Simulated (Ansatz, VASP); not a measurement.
# Two plane-wave programs on Sr

```
Sr
1.0
    -2.33928    2.33928    2.32308
     2.33928   -2.33928    2.32308
     2.33928    2.33928   -2.32308
Sr
1
Cartesian
  0.0000 0.0000 0.0000
```

Alike in both runs: functional PBEsol; k mesh 12 × 12 × 12; occupations gaussian, width 0.1 eV; no spin polarisation.

Ansatz relaxed the structure, and its values are those at the end. VASP's run is a single point on that final structure, the one shown.

|  | VASP | Ansatz |
| --- | --- | --- |
| version | VASP 6.6.1 | Ansatz 0.2.0 |
| potentials or method | VASP PAW PBE potentials, release 64 (Sr_sv), cutoff 520 eV | scalar-relativistic, plane waves, PAW |
| valence electrons in the cell | 10 | 10 |

```tsv
	VASP	Ansatz	Ansatz less VASP
gap on the k mesh at the Fermi level (eV)	none	none	-
pressure (GPa)	0.0	0.0	-0.02
```

VASP's potentials were made for PBE, not for PBEsol. A gap of «none» marks a metal or a gap that the smearing closes.
